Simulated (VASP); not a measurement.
Write the native input for VASP 6.6.1 that does the following.

| Property | Result |
| --- | --- |
| Task | single point |
| Functional | r2SCAN |
| Potentials or basis | VASP PAW PBE potentials, release 64 (Mg, C) |
| Cutoff | 520 eV |
| k mesh | 5 × 5 × 4 |
| Occupations | gaussian, width 0.025 eV |
| Spin | no spin polarisation |
| Dipole correction | no |
| Further INCAR settings | ALGO = Normal; EDIFF = 1e-06; NBANDS = 19 |

MgC2:

```xyz
6
Lattice="3.9508 0.0000 0.0000 0.0000 3.9508 0.0000 0.0000 0.0000 4.9871" Properties=species:S:1:pos:R:3 pbc="T T T"
Mg   -0.0351   -0.0172    2.4556
Mg    1.9887    2.0150   -0.0258
C     1.5314    2.3969    2.5370
C     0.4649    0.4779    0.0000
C     2.4220    1.5238    2.4796
C     3.4651    3.4904    0.0228
```

One way to write it, as run:

POSCAR

```
MgC2
1.0
    3.9507770000      0.0000000000      0.0000000000
    0.0000000000      3.9507770000      0.0000000000
    0.0000000000      0.0000000000      4.9870890000
Mg C
2 4
Direct
   -0.0088950000     -0.0043460000      0.4923900000
    0.5033630000      0.5100160000     -0.0051830000
    0.3876270000      0.6066950000      0.5087150000
    0.1176850000      0.1209630000     -0.0000010000
    0.6130530000      0.3856960000      0.4972100000
    0.8770760000      0.8834810000      0.0045650000
```

INCAR.step1

```
SYSTEM = MgC2
PREC = Accurate ; ENCUT = 520
ISMEAR = 0 ; SIGMA = 0.025
LREAL = .False. ; LASPH = .True.
NELM = 100 ; NBANDS = 19
GGA = PE ; ALGO = Normal
EDIFF = 1E-4 ; LWAVE = .True.
LCHARG = .False.
```

INCAR.step2

```
SYSTEM = MgC2
PREC = Accurate ; ENCUT = 520
EDIFF = 1E-6 ; ISMEAR = 0
SIGMA = 0.025 ; LREAL = .False.
LASPH = .True. ; NELM = 100
ALGO = Normal ; ISIF = 2
LWAVE = .False. ; LCHARG = .False.
METAGGA = R2SCAN ; LMIXTAU = .True.
NBANDS = 19 ; ISTART = 1
```

KPOINTS

```
regular mesh
0
Gamma
  5 5 4
  0 0 0
```

Potentials or basis: VASP PAW PBE potentials, release 64 (Mg, C).

The run is started by

```console
$ cat potpaw_PBE.64/Mg/POTCAR potpaw_PBE.64/C/POTCAR > POTCAR
$ cp INCAR.step1 INCAR
$ mpirun -np 1 vasp_std > vasp.out
$ cp INCAR.step2 INCAR
$ mpirun -np 1 vasp_std > vasp.out
```

It gave:

The pressure is -5.4 GPa, the largest force is 6.111 eV/Å and the band gap on the k mesh is 2.55 eV, indirect (least direct gap 2.68 eV).

Caveat: the PAW data sets were made with another functional, which shifts forces and pressure a little.

It took 3.4 min on 1 thread of Intel(R) Xeon(R) Platinum 8488C (Sapphire Rapids) (shared host), peak memory 0.23 GiB.
